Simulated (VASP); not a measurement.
# Na (Im-3m) in VASP: relaxation of cell and atoms with LDA

Aim: the relaxation of cell and atoms of Na with LDA.

All numbers are computed with VASP 6.6.1; they aren't measurements. Logs are shortened: lines on timing, memory, paths and dates and some standing lists are left out, and cuts for length are marked.

### 1 The cell of the first run

Symmetry: Im-3m, No. 229, cubic system. Conventional cell: a = 4.057 Å, b = 4.057 Å, c = 4.057 Å, α = 90.00°, β = 90.00°, γ = 90.00°. Within 4.6 Å of Na (site symmetry m-3m) lie 14 Na at 3.51 to 4.06 Å.

### 2 Relaxation of cell and atoms, LDA

The input, INCAR:

```
SYSTEM = Na
ALGO = Normal ; EDIFF = 1E-7
EDIFFG = -0.03 ; ENCUT = 500
GGA_COMPAT = .False. ; IBRION = 2
ISIF = 3 ; ISMEAR = 1
LASPH = .True. ; LCHARG = .False.
LREAL = .False. ; LWAVE = .False.
NELM = 120 ; NELMIN = 4
NSW = 80 ; PREC = Accurate
SIGMA = 0.1
```

The input, KPOINTS:

```
k-points
0
Gamma
  7 7 7
  0 0 0
```

The input, POSCAR:

```
Na
1.0
   -2.0282529965      2.0282529965      2.0282529965
    2.0282529965     -2.0282529965      2.0282529965
    2.0282529965      2.0282529965     -2.0282529965
Na
1
Direct
    0.0000000000      0.0000000000      0.0000000000
```

Potentials or basis: VASP PAW LDA potentials, release 64 (Na_pv).

On the command line:

```
$ cat potpaw_LDA.64/Na_pv/POTCAR > POTCAR
$ mpirun -np 1 vasp_std > vasp.out
```

OUTCAR:

```text
SYSTEM = Na
   EDIFF = 1E-7
   EDIFFG = -0.03
   ENCUT = 500
   IBRION = 2
   ISIF = 3
   ISMEAR = 1
   LASPH = .True.
   LREAL = .False.
   NELM = 120
   NELMIN = 4
   NSW = 80
   PREC = Accurate

 ion  position               nearest neighbor table
   1  0.000  0.000  0.000-

  LATTYP: Found a body centered cubic cell.
 ALAT       =     4.0565059930

  Lattice vectors:

 A1 = (  -2.0282529965,   2.0282529965,   2.0282529965)
 A2 = (   2.0282529965,  -2.0282529965,   2.0282529965)
 A3 = (   2.0282529965,   2.0282529965,  -2.0282529965)

Analysis of symmetry for initial positions (statically):
=====================================================================
 Subroutine PRICEL returns:
 Original cell was already a primitive cell.

 Routine SETGRP: Setting up the symmetry group for a
 body centered cubic supercell.

 Subroutine GETGRP returns: Found 48 space group operations
 (whereof 48 operations were pure point group operations)
 out of a pool of 48 trial point group operations.

The static configuration has the point symmetry O_h .

Analysis of symmetry for dynamics (positions and initial velocities):
=====================================================================
 Subroutine PRICEL returns:
 Original cell was already a primitive cell.

 Routine SETGRP: Setting up the symmetry group for a
 body centered cubic supercell.

 Subroutine GETGRP returns: Found 48 space group operations
 (whereof 48 operations were pure point group operations)
 out of a pool of 48 trial point group operations.

The dynamic configuration has the point symmetry O_h .

 Subroutine INISYM returns: Found 48 space group operations
 (whereof 48 operations are pure point group operations),
 and found     1 'primitive' translations

----------------------------------------------------------------------------------------

                                     Primitive cell

  volume of cell :      33.3754

  direct lattice vectors                    reciprocal lattice vectors
    -2.028252997  2.028252997  2.028252997     0.000000000  0.246517570  0.246517570
     2.028252997 -2.028252997  2.028252997     0.246517570  0.000000000  0.246517570
     2.028252997  2.028252997 -2.028252997     0.246517570  0.246517570  0.000000000

  length of vectors
     3.513037241  3.513037241  3.513037241     0.348628491  0.348628491  0.348628491

  position of ions in fractional coordinates (direct lattice)
     0.000000000  0.000000000  0.000000000

  ion indices of the primitive-cell ions
   primitive index   ion index
                 1           1

----------------------------------------------------------------------------------------

 KPOINTS: k-points

Automatic generation of k-mesh.
 Grid dimensions read from file:
 generate k-points for:    7    7    7

 Generating k-lattice:

  Cartesian coordinates                     Fractional coordinates (reciprocal lattice)
     0.000000000  0.035216796  0.035216796     0.142857143  0.000000000  0.000000000
     0.035216796  0.000000000  0.035216796     0.000000000  0.142857143  0.000000000
     0.035216796  0.035216796  0.000000000     0.000000000  0.000000000  0.142857143

  Length of vectors
     0.049804070  0.049804070  0.049804070

  Shift w.r.t. Gamma in fractional coordinates (k-lattice)
     0.000000000  0.000000000  0.000000000

 Subroutine IBZKPT returns following result:
 ===========================================

 Found     20 irreducible k-points:

 Following reciprocal coordinates:
            Coordinates               Weight
  0.000000  0.000000  0.000000      1.000000
  0.142857  0.000000  0.000000     12.000000
  0.285714  0.000000  0.000000     12.000000
  0.428571  0.000000  0.000000     12.000000
  0.142857  0.142857  0.000000     24.000000
  0.285714  0.142857  0.000000     48.000000
[... 12 lines left out ...]
 -0.428571 -0.428571  0.285714      8.000000
 -0.428571  0.428571  0.428571      6.000000
   k-points           NKPTS =     20   k-points in BZ     NKDIM =     20   number of bands    NBANDS=      7
   number of dos      NEDOS =    301   number of ions     NIONS =      1
   total plane-waves  NPLWV =  21952
   dimension x,y,z NGX =    28 NGY =   28 NGZ =   28
   dimension x,y,z NGXF=    56 NGYF=   56 NGZF=   56
   ions per type =               1
   NGX,Y,Z   is equivalent  to a cutoff of  13.25, 13.25, 13.25 a.u.
   NGXF,Y,Z  is equivalent  to a cutoff of  26.50, 26.50, 26.50 a.u.
 SYSTEM =  Na
   PREC   = accura    normal or accurate (medium, high low for compatibility)
   ISTART =      0    job   : 0-new  1-cont  2-samecut
   ICHARG =      2    charge: 1-file 2-atom 10-const
   ISPIN  =      1    spin polarized calculation?
   LNONCOLLINEAR =      F non collinear calculations
   LSORBIT =      F    spin-orbit coupling
   LASPH  =      T    aspherical Exc in radial PAW
   ENCUT  =  500.0 eV  36.75 Ry    6.06 a.u.   6.41  6.41  6.41*2*pi/ulx,y,z
   NELM   =    120;   NELMIN=  4; NELMDL= -5     # of ELM steps
   EDIFF  = 0.1E-06   stopping-criterion for ELM
   LREAL  =      F    real-space projection
   EDIFFG = -.3E-01   stopping-criterion for IOM
   NSW    =     80    number of steps for IOM
   IBRION =      2    ionic relax: 0-MD 1-quasi-New 2-CG
   NFREE  =      1    steps in history (QN), initial steepest desc. (CG)
   ISIF   =      3    stress and relaxation
   ISYM   =      2    0-nonsym 1-usesym 2-fastsym
   POTIM  = 0.5000    time-step for ionic-motion
   TEBEG  =    0.0;   TEEND  =   0.0 temperature during run
   PSTRESS=    0.0 pullay stress
   NELECT =       7.0000    total number of electrons
   NUPDOWN=      -1.0000    fix difference up-down
   EMIN   =  10.00;   EMAX   =-10.00  energy-range for DOS
   EFERMI =   0.00;   METHOD = LEGACY
   ISMEAR =     1;   SIGMA  =   0.10  broadening in eV -4-tet -1-fermi 0-gaus
   EFERMI_NEDOS =   21; number of points for ismear=-14 and -15
   IALGO  =     38    algorithm
   IMIX   =      4    mixing-type and parameters
     AMIX     =   0.40;   BMIX     =  1.00
     AMIX_MAG =   1.60;   BMIX_MAG =  1.00
  volume/ion in A,a.u.               =      33.38       225.23
  Fermi-wavevector in a.u.,A,eV,Ry     =   0.972670  1.838079 12.872286  0.946086
  Thomas-Fermi vector in A             =   2.102987
   LORBIT       =      0    0 simple, 1 ext, 2 COOP (PROOUT), +10 PAW based schemes
   GGA     = CA    functional components
   LHFCALC =     F    Hartree Fock is set to
   AEXX    =    0.0000 exact exchange contribution
   IVDW    =     0    specifies the selected vdW correction
   LEPSILON=     F    determine dielectric tensor
   LRPA    =     F    only Hartree local field effects (RPA)
 conjugate gradient relaxation of ions
 non-spin polarized calculation
 Methfessel and Paxton  Order N= 1 SIGMA  =   0.10
  energy-cutoff  :      500.00
  volume of cell :       33.38
 maximum number of plane-waves:       887
 NGX is ok and might be reduce to    28
   NGX = 13   NGY = 13   NGZ = 13

 number of electron       7.0000010 magnetization

 Free energy of the ion-electron system (eV)
  ---------------------------------------------------
  ext. energy  EPLUGINS =         0.00000000
  ---------------------------------------------------
  free energy    TOTEN  =        -1.45496202 eV

  energy without entropy =       -1.45358267  energy(sigma->0) =       -1.45450224

 E-fermi :   0.3685     XC(G=0):  -7.0295

 val. band max:        0.3234871259   @ k =  -0.2857   0.4286   0.1429
 cond. band min:       0.6789655004   @ k =  -0.4286   0.4286   0.1429
 fundamental gap:      0.3554783744
 Fermi energy:         0.3684904811

 k-point     1 :       0.0000    0.0000    0.0000
  band No.  band energies     occupation
      1     -24.3969      2.00000
      2     -24.3969      2.00000
      3     -24.3969      2.00000
      4      -3.0424      2.00000
      5      12.7922      0.00000
      6      12.7922      0.00000
      7      12.7922      0.00000

 k-point     2 :       0.1429    0.0000    0.0000
  band No.  band energies     occupation
      1     -24.4070      2.00000
      2     -24.4002      2.00000
      3     -24.3969      2.00000
      4      -2.6561      2.00000
      5       9.6526      0.00000
      6      11.3316      0.00000
      7      11.8559      0.00000

 k-point     3 :       0.2857    0.0000    0.0000
  band No.  band energies     occupation
      1     -24.4293      2.00000
      2     -24.4076      2.00000
      3     -24.3969      2.00000
      4      -1.5163      2.00000
      5       5.9790      0.00000
      6       9.9176      0.00000
      7      10.8241      0.00000

 k-point     4 :       0.4286    0.0000    0.0000
  band No.  band energies     occupation
      1     -24.4471      2.00000
      2     -24.4136      2.00000
      3     -24.3969      2.00000
      4       0.3205      1.71781
      5       2.8763      0.00000
      6       9.1926      0.00000
      7      10.2893      0.00000

 k-point     5 :       0.1429    0.1429    0.0000
  band No.  band energies     occupation
      1     -24.4223      2.00000
      2     -24.4041      2.00000
      3     -24.3992      2.00000
      4      -1.8931      2.00000
      5       7.6718      0.00000
      6       8.3843      0.00000
      7      10.7088      0.00000

 k-point     6 :       0.2857    0.1429    0.0000
  band No.  band energies     occupation
      1     -24.4391      2.00000
      2     -24.4130      2.00000
      3     -24.4001      2.00000
      4      -0.4037      2.00000
      5       4.5793      0.00000
      6       7.0938      0.00000
      7       9.7640      0.00000

 k-point     7 :       0.4286    0.1429    0.0000
  band No.  band energies     occupation
      1     -24.4462      2.00000
      2     -24.4176      2.00000
      3     -24.4003      2.00000
      4       1.5257     -0.00000
      5       2.0394     -0.00000
      6       6.7326      0.00000
      7       9.4367      0.00000

 k-point     8 :       0.2857    0.2857    0.0000
  band No.  band energies     occupation
      1     -24.4391      2.00000
      2     -24.4249      2.00000
      3     -24.4030      2.00000
      4       1.3792     -0.00000
      5       3.5526      0.00000
      6       4.4154      0.00000
      7       9.0836      0.00000

 k-point     9 :       0.1429    0.1429    0.1429
  band No.  band energies     occupation
      1     -24.4356      2.00000
      2     -24.4053      2.00000
      3     -24.4053      2.00000
      4      -0.7717      2.00000
      5       6.2860      0.00000
      6       6.2860      0.00000
      7       7.9178      0.00000

 k-point    10 :       0.2857    0.1429    0.1429
  band No.  band energies     occupation
      1     -24.4394      2.00000
      2     -24.4169      2.00000
      3     -24.4062      2.00000
      4       1.0311     -0.00000
      5       3.5237      0.00000
      6       5.5956      0.00000
      7       6.9212      0.00000

 k-point    11 :      -0.1429    0.1429    0.1429
  band No.  band energies     occupation
      1     -24.4092      2.00000
      2     -24.4036      2.00000
      3     -24.4036      2.00000
      4      -2.2730      2.00000
      5       9.6691      0.00000
      6       9.6691      0.00000
      7       9.8560      0.00000

 k-point    12 :       0.2857    0.2857    0.1429
  band No.  band energies     occupation
      1     -24.4279      2.00000
      2     -24.4279      2.00000
      3     -24.4112      2.00000
      4       2.8723      0.00000
      5       2.8723      0.00000
      6       3.8125      0.00000
      7       6.1718      0.00000

 k-point    13 :      -0.2857    0.2857    0.1429
  band No.  band energies     occupation
      1     -24.4281      2.00000
      2     -24.4112      2.00000
      3     -24.4047      2.00000
      4      -1.1424      2.00000
      5       6.2806      0.00000
      6       8.3753      0.00000
      7       9.3144      0.00000

 k-point    14 :      -0.4286    0.4286    0.1429
  band No.  band energies     occupation
      1     -24.4444      2.00000
      2     -24.4173      2.00000
      3     -24.4042      2.00000
      4       0.6790     -0.00010
      5       3.2238      0.00000
      6       7.7233      0.00000
      7       8.7205      0.00000

 k-point    15 :      -0.2857    0.4286    0.1429
  band No.  band energies     occupation
      1     -24.4376      2.00000
      2     -24.4211      2.00000
      3     -24.4081      2.00000
      4       0.3235      1.68287
      5       4.9217      0.00000
      6       5.7904      0.00000
      7       9.7866      0.00000

 k-point    16 :      -0.4286   -0.4286    0.1429
  band No.  band energies     occupation
      1     -24.4413      2.00000
      2     -24.4272      2.00000
      3     -24.4082      2.00000
      4       2.1987     -0.00000
      5       2.7380      0.00000
      6       5.1334      0.00000
      7       9.8804      0.00000

 k-point    17 :      -0.2857    0.2857    0.2857
  band No.  band energies     occupation
      1     -24.4280      2.00000
      2     -24.4193      2.00000
      3     -24.4193      2.00000
      4      -0.0380      2.00000
      5       6.8900      0.00000
      6       7.1052      0.00000
      7       7.1052      0.00000

 k-point    18 :      -0.4286    0.4286    0.2857
  band No.  band energies     occupation
      1     -24.4385      2.00000
      2     -24.4258      2.00000
      3     -24.4203      2.00000
      4       1.7387     -0.00000
      5       4.2225      0.00000
      6       6.4690      0.00000
      7       7.1172      0.00000

 k-point    19 :      -0.4286   -0.4286    0.2857
  band No.  band energies     occupation
      1     -24.4353      2.00000
      2     -24.4353      2.00000
      3     -24.4220      2.00000
      4       3.5529      0.00000
      5       3.5529      0.00000
      6       4.6781      0.00000
      7       8.4068      0.00000

 k-point    20 :      -0.4286    0.4286    0.4286
  band No.  band energies     occupation
      1     -24.4343      2.00000
      2     -24.4327      2.00000
      3     -24.4327      2.00000
      4       3.4412      0.00000
      5       5.4046      0.00000
      6       5.8404      0.00000
      7       5.8404      0.00000

------------------------ aborting loop because EDIFF is reached ----------------------------------------

  FORCE on cell =-STRESS in cart. coord.  units (eV):
  Direction    XX          YY          ZZ          XY          YZ          ZX
  --------------------------------------------------------------------------------------
  -------------------------------------------------------------------------------------
  Total       -0.0125997     -0.0125997     -0.0125997     -0.0000000     -0.0000000      0.0000000
  in kB       -0.6048459     -0.6048459     -0.6048459     -0.0000000     -0.0000000      0.0000000
  external PRESSURE =      -0.6048459 kB  Pullay stress =       0.0000000 kB

 VOLUME and BASIS-vectors are now :
 -----------------------------------------------------------------------------
  energy-cutoff  :      500.00
  volume of cell :       33.38
      direct lattice vectors                 reciprocal lattice vectors
    -2.028252997  2.028252997  2.028252997     0.000000000  0.246517570  0.246517570
     2.028252997 -2.028252997  2.028252997     0.246517570  0.000000000  0.246517570
     2.028252997  2.028252997 -2.028252997     0.246517570  0.246517570  0.000000000

 POSITION                                       TOTAL-FORCE (eV/Angst)
 -----------------------------------------------------------------------------------
      0.00000      0.00000      0.00000         0.000000      0.000000     -0.000000
 -----------------------------------------------------------------------------------
    total drift:                               -0.000000     -0.000000     -0.000000

  FREE ENERGIE OF THE ION-ELECTRON SYSTEM (eV)
  ---------------------------------------------------
  free  energy   TOTEN  =        -1.4549620199 eV

  energy  without entropy=       -1.4535826665  energy(sigma->0) =       -1.45450224

 reached required accuracy - stopping structural energy minimisation
```

Wall time 3.4 s (1 thread of Intel Xeon Platinum 8259CL at 2.50GHz (Skylake/Cascade Lake), shared host); peak memory 0.12 GiB.

What came out:

* Free energy: -1.4550 eV
* Pressure after relaxing: -0.1 GPa

Final structure:
```xyz
1
Lattice="-2.0283 2.0283 2.0283 2.0283 -2.0283 2.0283 2.0283 2.0283 -2.0283" Properties=species:S:1:pos:R:3 pbc="T T T"
Na    0.0000    0.0000    0.0000
```

Levels at points of the mesh, in eV from the Fermi level:
| k point | band 1 | band 2 | band 3 | band 4 | band 5 | band 6 | band 7 |
| --- | --- | --- | --- | --- | --- | --- | --- |
| (0.00, 0.00, 0.00) | -24.77 | -24.77 | -24.77 | -3.41 | 12.42 | 12.42 | 12.42 |

Caveat: the relaxation stopped at its first step, so nothing moved.
